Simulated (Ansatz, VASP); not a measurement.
This is a calculation of Pd for VASP 6.6.1.

Contents of INCAR:

```
SYSTEM = Pd
PREC     = Accurate       ! precision mode
ENCUT    = 520            ! plane-wave cutoff, eV
EDIFF    = 1E-6           ! SCF threshold, eV
ISMEAR   = -1             ! smearing method
SIGMA    = 0.05           ! smearing width, eV
LREAL    = .FALSE.        ! projectors in reciprocal space
LASPH    = .TRUE.         ! aspherical terms in the spheres
NELM     = 100            ! most SCF steps
ALGO     = Normal         ! electronic algorithm
ISIF     = 2              ! what is computed and relaxed
LWAVE    = .FALSE.        ! write WAVECAR
LCHARG   = .TRUE.         ! write CHGCAR
GGA      = PS             ! functional
LELF     = .TRUE.         ! ELF
LVHAR    = .TRUE.       
NBANDS   = 17             ! bands
```

File KPOINTS:

```
Automatic mesh
0
G
  11 11 6
  0 0 0
```

File POSCAR:

```
Pd
1.0
    2.8382605740      0.0000000000      0.0000000000
   -1.4191302870      2.4580057597      0.0000000000
    0.0000000000      0.0000000000      4.7196786564
Pd
2
Direct
    0.3333333333      0.6666666667      0.2500000000
    0.6666666667      0.3333333333      0.7500000000
```

Potentials or basis: VASP PAW PBE potentials, release 64 (Pd).

The run is started by

```bash
$ cat potpaw_PBE.64/Pd/POTCAR > POTCAR
$ mpirun -np 1 vasp_std > vasp.out
```

Task: Translate it to Ansatz 0.2.0. Potentials there: all-electron LAPW, scalar-relativistic.

Result: As run (the cutoff follows the program's own potentials):

input.yaml

```yaml
crystal:
  lattice:
    - [2.838260574, 0.0, 0.0]
    - [-1.419130287, 2.4580057597, 0.0]
    - [0.0, 0.0, 4.7196786564]
  atoms:
    - { symbol: Pd, position: [0.3333333333, 0.6666666667, 0.25] }
    - { symbol: Pd, position: [0.6666666667, 0.3333333333, 0.75] }
kpoints:
  mp_grid: { grid: [11, 11, 6] }
scf:
  occupations: { method: fermi_dirac, width: 0.05 }
hamiltonian:
  xc: pbesol
  pseudopotentials: { kind: all_electron, lapw: { basis_error: 0.0005 } }
output:
  forces: true
  stress: true
  eigenvalues: true
```

Potentials or basis: all-electron LAPW, scalar-relativistic.

The run is started by

```console
$ ansatz run input.yaml --threads 1 --pin off --max-ram 3072MiB --backend cpu --events-out ev --progress --plain --runs-dir out
```

Both were run:

|  | VASP | Ansatz | Ansatz less VASP |
| --- | --- | --- | --- |
| gap on the k mesh at the Fermi level (eV) | none | none | - |
| pressure (GPa) | -17.4 | -17.3 | +0.11 |
| traceless stress, the component that is largest in VASP (GPa) | 0.26 | 0.34 | +0.081 |

VASP's potentials were made for PBE, not for PBEsol. A gap of «none» marks a metal or a gap that the smearing closes. Ansatz ran all-electron here, and VASP with PAW potentials.
